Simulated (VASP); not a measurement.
# TiO2 (Rutile) (P4_2/mnm) in VASP: notebook, part 2 of 3

VASP 6.6.1. The steps go on from the part before.

### 3 Single point, PBEsol

This run uses another cell than the first one, of 9.06 Å³/atom, 0.872 times its volume.

INCAR

```
SYSTEM = TiO2
PREC = Accurate
ENCUT = 520
EDIFF = 1E-7
ISMEAR = 0
SIGMA = 0.01
LREAL = .False.
LASPH = .True.
NELM = 80
ALGO = Normal
ISIF = 2
LWAVE = .False.
LCHARG = .False.
GGA = PS
NBANDS = 33
```

KPOINTS

```
regular mesh
0
Gamma
  6 6 8
  0 0 0
```

POSCAR

```
TiO2
1.0
    4.3611613125      0.0000000000      0.0000000000
    0.0000000000      4.3611613125      0.0000000000
    0.0000000000      0.0000000000      2.8579906963
Ti O
2 4
Direct
    0.0000000000      0.0000000000      0.0000000000
    0.5000000000      0.5000000000      0.5000000000
    0.3015466942      0.3015466942      0.0000000000
    0.1984533058      0.8015466942      0.5000000000
    0.6984533058      0.6984533058      0.0000000000
    0.8015466942      0.1984533058      0.5000000000
```

Potentials or basis: VASP PAW PBE potentials, release 64 (Ti_sv, O).

The run is started by

```sh
> cat potpaw_PBE.64/Ti_sv/POTCAR potpaw_PBE.64/O/POTCAR > POTCAR
> mpirun -np 1 vasp_std > vasp.out
```

OUTCAR:

```text
SYSTEM = TiO2
   PREC = Accurate
   ENCUT = 520
   EDIFF = 1E-7
   ISMEAR = 0
   LREAL = .False.
   LASPH = .True.
   NELM = 80
   ISIF = 2
   GGA = PS

 ion  position               nearest neighbor table
   1  0.000  0.000  0.000-   3 1.86   5 1.86   4 1.88   6 1.88   4 1.88   6 1.88
   2  0.500  0.500  0.500-   4 1.86   6 1.86   5 1.88   3 1.88   3 1.88   5 1.88
   3  0.302  0.302  0.000-   1 1.86   2 1.88   2 1.88
   4  0.198  0.802  0.500-   2 1.86   1 1.88   1 1.88
   5  0.698  0.698  0.000-   1 1.86   2 1.88   2 1.88
   6  0.802  0.198  0.500-   2 1.86   1 1.88   1 1.88

  LATTYP: Found a simple tetragonal cell.
 ALAT       =     4.3611613125
 C/A-ratio  =     0.6553279027

  Lattice vectors:

 A1 = (   4.3611613125,   0.0000000000,   0.0000000000)
 A2 = (   0.0000000000,   4.3611613125,   0.0000000000)
 A3 = (   0.0000000000,   0.0000000000,   2.8579906963)

Analysis of symmetry for initial positions (statically):
=====================================================================
 Subroutine PRICEL returns:
 Original cell was already a primitive cell.

 Routine SETGRP: Setting up the symmetry group for a
 simple tetragonal supercell.

 Subroutine GETGRP returns: Found 16 space group operations
 (whereof  8 operations were pure point group operations)
 out of a pool of 16 trial point group operations.

The static configuration has the point symmetry D_2h.
 The point group associated with its full space group is D_4h.

Analysis of symmetry for dynamics (positions and initial velocities):
=====================================================================
 Subroutine PRICEL returns:
 Original cell was already a primitive cell.

 Routine SETGRP: Setting up the symmetry group for a
 simple tetragonal supercell.

 Subroutine GETGRP returns: Found 16 space group operations
 (whereof  8 operations were pure point group operations)
 out of a pool of 16 trial point group operations.

The dynamic configuration has the point symmetry D_2h.
 The point group associated with its full space group is D_4h.

 Subroutine INISYM returns: Found 16 space group operations
 (whereof  8 operations are pure point group operations),
 and found     1 'primitive' translations

----------------------------------------------------------------------------------------

                                     Primitive cell

  volume of cell :      54.3582

  direct lattice vectors                    reciprocal lattice vectors
     4.361161313  0.000000000  0.000000000     0.229296724  0.000000000  0.000000000
     0.000000000  4.361161313  0.000000000     0.000000000  0.229296724  0.000000000
     0.000000000  0.000000000  2.857990696     0.000000000  0.000000000  0.349896171

  length of vectors
     4.361161313  4.361161313  2.857990696     0.229296724  0.229296724  0.349896171

  position of ions in fractional coordinates (direct lattice)
     0.000000000  0.000000000  0.000000000
     0.500000000  0.500000000  0.500000000
     0.301546694  0.301546694  0.000000000
     0.198453306  0.801546694  0.500000000
     0.698453306  0.698453306  0.000000000
     0.801546694  0.198453306  0.500000000

  ion indices of the primitive-cell ions
   primitive index   ion index
[... 26 lines left out ...]
     0.000000000  0.000000000  0.000000000

 Subroutine IBZKPT returns following result:
 ===========================================

 Found     50 irreducible k-points:

 Following reciprocal coordinates:
            Coordinates               Weight
  0.000000  0.000000  0.000000      1.000000
  0.166667  0.000000  0.000000      4.000000
  0.333333  0.000000  0.000000      4.000000
  0.500000  0.000000  0.000000      2.000000
  0.166667  0.166667  0.000000      4.000000
  0.333333  0.166667  0.000000      8.000000
[... 16 lines left out ...]
  0.333333  0.000000  0.250000      8.000000
  0.500000  0.000000  0.250000      4.000000
 [... further k-points ...]
   k-points           NKPTS =     50   k-points in BZ     NKDIM =     50   number of bands    NBANDS=     33
   number of dos      NEDOS =    301   number of ions     NIONS =      6
   total plane-waves  NPLWV =  24576
   dimension x,y,z NGX =    32 NGY =   32 NGZ =   24
   dimension x,y,z NGXF=    64 NGYF=   64 NGZF=   48
   ions per type =               2   4
   NGX,Y,Z   is equivalent  to a cutoff of  12.20, 12.20, 13.96 a.u.
   NGXF,Y,Z  is equivalent  to a cutoff of  24.40, 24.40, 27.92 a.u.
 SYSTEM =  TiO2
   PREC   = accura    normal or accurate (medium, high low for compatibility)
   ISTART =      0    job   : 0-new  1-cont  2-samecut
   ICHARG =      2    charge: 1-file 2-atom 10-const
   ISPIN  =      1    spin polarized calculation?
   LNONCOLLINEAR =      F non collinear calculations
   LSORBIT =      F    spin-orbit coupling
   LASPH  =      T    aspherical Exc in radial PAW
   ENCUT  =  520.0 eV  38.22 Ry    6.18 a.u.   8.11  8.11  5.31*2*pi/ulx,y,z
   NELM   =     80;   NELMIN=  2; NELMDL= -5     # of ELM steps
   EDIFF  = 0.1E-06   stopping-criterion for ELM
   LREAL  =      F    real-space projection
   EDIFFG = 0.1E-05   stopping-criterion for IOM
   NSW    =      0    number of steps for IOM
   IBRION =     -1    ionic relax: 0-MD 1-quasi-New 2-CG
   NFREE  =      0    steps in history (QN), initial steepest desc. (CG)
   ISIF   =      2    stress and relaxation
   ISYM   =      2    0-nonsym 1-usesym 2-fastsym
   POTIM  = 0.5000    time-step for ionic-motion
   TEBEG  =    0.0;   TEEND  =   0.0 temperature during run
   PSTRESS=    0.0 pullay stress
   NELECT =      48.0000    total number of electrons
   NUPDOWN=      -1.0000    fix difference up-down
   EMIN   =  10.00;   EMAX   =-10.00  energy-range for DOS
   EFERMI =   0.00;   METHOD = LEGACY
   ISMEAR =     0;   SIGMA  =   0.01  broadening in eV -4-tet -1-fermi 0-gaus
   EFERMI_NEDOS =   21; number of points for ismear=-14 and -15
   IALGO  =     38    algorithm
   IMIX   =      4    mixing-type and parameters
     AMIX     =   0.40;   BMIX     =  1.00
     AMIX_MAG =   1.60;   BMIX_MAG =  1.00
  volume/ion in A,a.u.               =       9.06        61.14
  Fermi-wavevector in a.u.,A,eV,Ry     =   1.570605  2.968012 33.562837  2.466799
  Thomas-Fermi vector in A             =   2.672313
   LORBIT       =      0    0 simple, 1 ext, 2 COOP (PROOUT), +10 PAW based schemes
   GGA     = PS    functional components
   LHFCALC =     F    Hartree Fock is set to
   AEXX    =    0.0000 exact exchange contribution
   IVDW    =     0    specifies the selected vdW correction
   LEPSILON=     F    determine dielectric tensor
   LRPA    =     F    only Hartree local field effects (RPA)
 non-spin polarized calculation
 Gauss-broadening in eV      SIGMA  =   0.01
  energy-cutoff  :      520.00
  volume of cell :       54.36
 maximum number of plane-waves:      1488
   NGX = 17   NGY = 17   NGZ = 11

 number of electron      48.0000023 magnetization

 Free energy of the ion-electron system (eV)
  ---------------------------------------------------
  ext. energy  EPLUGINS =         0.00000000
  ---------------------------------------------------
  free energy    TOTEN  =       -55.21218201 eV

  energy without entropy =      -55.21218201  energy(sigma->0) =      -55.21218201

 E-fermi :   6.4924     XC(G=0): -12.4770

 val. band max:        6.3601226994   @ k =   0.0000   0.0000   0.0000
 cond. band min:       8.3700699633   @ k =   0.0000   0.0000   0.0000
 fundamental gap:      2.0099472639
 Fermi energy:         6.4923599395

 k-point     1 :       0.0000    0.0000    0.0000
  band No.  band energies     occupation
      1     -49.9509      2.00000
      2     -49.9123      2.00000
      3     -26.5604      2.00000
      4     -26.5604      2.00000
      5     -26.2575      2.00000
      6     -26.2575      2.00000
[... 853 lines left out ...]
     32      12.4932      0.00000
     33      14.2607      0.00000

 [... further k-points ...]
[... 5 lines left out ...]
  --------------------------------------------------------------------------------------
  -------------------------------------------------------------------------------------
  Total       13.8447905     13.8447905     13.9137656     -0.0000000      0.0000000      0.0000000
  in kB      408.0673599    408.0673599    410.1003610     -0.0000000      0.0000000      0.0000000
  external PRESSURE =     408.7450270 kB  Pullay stress =       0.0000000 kB

 VOLUME and BASIS-vectors are now :
 -----------------------------------------------------------------------------
  energy-cutoff  :      520.00
  volume of cell :       54.36
      direct lattice vectors                 reciprocal lattice vectors
     4.361161313  0.000000000  0.000000000     0.229296724  0.000000000  0.000000000
     0.000000000  4.361161313  0.000000000     0.000000000  0.229296724  0.000000000
     0.000000000  0.000000000  2.857990696     0.000000000  0.000000000  0.349896171

 POSITION                                       TOTAL-FORCE (eV/Angst)
 -----------------------------------------------------------------------------------
      0.00000      0.00000      0.00000         0.000000     -0.000000      0.000000
      2.18058      2.18058      1.42900         0.000000     -0.000000      0.000000
      1.31509      1.31509      0.00000        -0.011355     -0.011355     -0.000000
      0.86549      3.49567      1.42900         0.011355     -0.011355     -0.000000
      3.04607      3.04607      0.00000         0.011355      0.011355      0.000000
      3.49567      0.86549      1.42900        -0.011355      0.011355      0.000000
 -----------------------------------------------------------------------------------
    total drift:                               -0.000000      0.000000      0.000000

  FREE ENERGIE OF THE ION-ELECTRON SYSTEM (eV)
  ---------------------------------------------------
  free  energy   TOTEN  =       -55.2121820080 eV

  energy  without entropy=      -55.2121820080  energy(sigma->0) =      -55.21218201
```

Wall time 62 s (1 thread of Intel Xeon Platinum 8488C (Sapphire Rapids), shared host); peak memory 0.21 GiB.

Results:

```
Free energy            : -55.2122 eV
Pressure               : 40.9 GPa
Largest force          : 0.016 eV/Å
Band gap on the k mesh : 2.01 eV, direct
```

Forces on the atoms (eV/Å):
```
Ti   0.000  0.000  0.000
Ti   0.000  0.000  0.000
O   -0.011 -0.011  0.000
O    0.011 -0.011  0.000
O    0.011  0.011  0.000
O   -0.011  0.011  0.000
```

Stress tensor (GPa, compression positive):
```
40.81  0.00  0.00
 0.00 40.81  0.00
 0.00  0.00 41.01
```

Caveat: the PAW data sets were made with another functional, which shifts forces and pressure a little. Expect the measured gap to be larger: semilocal functionals such as PBEsol lack the derivative discontinuity.

### 4 Single point, PBEsol

This run uses another cell than the first one, of 9.30 Å³/atom, 0.895 times its volume.

INCAR

```
SYSTEM = TiO2
PREC     = Accurate       ! precision mode
ENCUT    = 520            ! plane-wave cutoff, eV
EDIFF    = 1E-6           ! SCF threshold, eV
ISMEAR   = 0              ! smearing method
SIGMA    = 0.01           ! smearing width, eV
LREAL    = .FALSE.        ! projectors in reciprocal space
LASPH    = .TRUE.         ! aspherical terms in the spheres
NELM     = 100            ! most SCF steps
ALGO     = Normal         ! electronic algorithm
ISIF     = 2              ! what is computed and relaxed
LWAVE    = .FALSE.        ! write WAVECAR
LCHARG   = .FALSE.        ! write CHGCAR
GGA      = PS             ! functional
NBANDS   = 33             ! bands
```

KPOINTS

```
Automatic mesh
0
G
  6 6 8
  0 0 0
```

POSCAR

```
TiO2
1.0
    4.4060269274      0.0000000000      0.0000000000
    0.0000000000      4.4060269274      0.0000000000
    0.0000000000      0.0000000000      2.8755112801
Ti O
2 4
Direct
    0.0000000000      0.0000000000      0.0000000000
    0.5000000000      0.5000000000      0.5000000000
    0.3018895733      0.3018895733      0.0000000000
    0.1981104267      0.8018895733      0.5000000000
    0.6981104267      0.6981104267      0.0000000000
    0.8018895733      0.1981104267      0.5000000000
```

The run is started by

```sh
> cat potpaw_PBE.64/Ti_sv/POTCAR potpaw_PBE.64/O/POTCAR > POTCAR
> mpirun -np 1 vasp_std > vasp.out
```

Run time: 68 s. Hardware: 1 thread of Intel Xeon Platinum 8488C (Sapphire Rapids), shared host; peak memory 0.21 GiB.

Results (log left out):

| Quantity | Value |
| --- | --- |
| Free energy | -55.5415 eV |
| Pressure | 30.9 GPa |
| Largest force | 0.017 eV/Å |
| Band gap on the k mesh | 1.96 eV, direct |

Forces on the atoms (eV/Å):
```
Ti   0.000  0.000  0.000
Ti   0.000  0.000  0.000
O   -0.012 -0.012  0.000
O    0.012 -0.012  0.000
O    0.012  0.012  0.000
O   -0.012  0.012  0.000
```

Stress tensor (GPa, compression positive):
```
30.78  0.00  0.00
 0.00 30.78  0.00
 0.00  0.00 31.00
```

Levels at points of the mesh, in eV from the valence-band top:
```
           k point  band 22  band 23  band 24  band 25  band 26  band 27
(0.00, 0.00, 0.00)    -0.51    -0.51     0.00     1.96     2.29     2.55
(0.50, 0.00, 0.00)    -1.95    -0.89    -0.89     2.78     2.78     3.45
(0.50, 0.50, 0.00)    -1.47    -1.16    -1.16     2.02     2.02     2.75
(0.00, 0.00, 0.50)    -2.93    -1.53    -1.53     3.42     3.42     3.52
(0.50, 0.00, 0.50)    -2.32    -1.26    -1.26     2.02     2.02     3.56
(0.50, 0.50, 0.50)    -1.63    -0.68    -0.68     2.89     2.89     3.52
```

Caveat: the PAW data sets were made with another functional, which shifts forces and pressure a little. A k mesh can miss the band edges.

### 5 Single point, PBEsol

This run uses another cell than the first one, of 9.58 Å³/atom, 0.922 times its volume.

INCAR

```
PREC = Accurate
ENCUT = 520
EDIFF = 1E-6
ISMEAR = 0
SIGMA = 0.01
LREAL = False
LASPH = True
NELM = 100
ALGO = Normal
ISIF = 2
LWAVE = False
LCHARG = False
GGA = PS
NBANDS = 33
```

KPOINTS

```
Automatic mesh
0
Gamma
  6 6 8
```

POSCAR

```
TiO2
1.0
    4.4571372671      0.0000000000      0.0000000000
    0.0000000000      4.4571372671      0.0000000000
    0.0000000000      0.0000000000      2.8947787328
Ti O
2 4
Direct
    0.0000000000      0.0000000000      0.0000000000
    0.5000000000      0.5000000000      0.5000000000
    0.3023961916      0.3023961916      0.0000000000
    0.1976038084      0.8023961916      0.5000000000
    0.6976038084      0.6976038084      0.0000000000
    0.8023961916      0.1976038084      0.5000000000
```

The run is started by

```sh
> cat potpaw_PBE.64/Ti_sv/POTCAR potpaw_PBE.64/O/POTCAR > POTCAR
> mpirun -np 1 vasp_std > vasp.out
```

Run time: 69 s. Hardware: 1 thread of Intel Xeon Platinum 8488C (Sapphire Rapids), shared host; peak memory 0.21 GiB.

It converged, with:

* Free energy: -55.8144 eV
* Pressure: 20.8 GPa
* Largest force: 0.019 eV/Å
* Band gap on the k mesh: 1.92 eV, direct

Forces in eV/Å, atoms in the order of the input:
```
Ti   0.000  0.000  0.000
Ti   0.000  0.000  0.000
O   -0.013 -0.013  0.000
O    0.013 -0.013  0.000
O    0.013  0.013  0.000
O   -0.013  0.013  0.000
```

Stress tensor (GPa, compression positive):
```
20.77  0.00  0.00
 0.00 20.77  0.00
 0.00  0.00 20.99
```

Levels at points of the mesh, in eV from the valence-band top:
```
           k point  band 21  band 22  band 23  band 24  band 25  band 26  band 27  band 28
(0.00, 0.00, 0.00)    -0.77    -0.51    -0.51     0.00     1.92     2.22     2.49     2.64
(0.50, 0.00, 0.00)    -1.87    -1.87    -0.85    -0.85     2.69     2.69     3.32     3.32
(0.50, 0.50, 0.00)    -1.43    -1.43    -1.16    -1.16     1.96     1.96     2.67     2.67
(0.00, 0.00, 0.50)    -2.86    -2.86    -1.52    -1.52     3.28     3.28     3.43     3.43
(0.50, 0.00, 0.50)    -2.26    -2.26    -1.21    -1.21     1.97     1.97     3.46     3.46
(0.50, 0.50, 0.50)    -1.55    -1.55    -0.69    -0.69     2.80     2.80     3.41     3.41
```

Caveat: the PAW data sets were made with another functional, which shifts forces and pressure a little. A k mesh can miss the band edges.

[end of part 2 of 3]
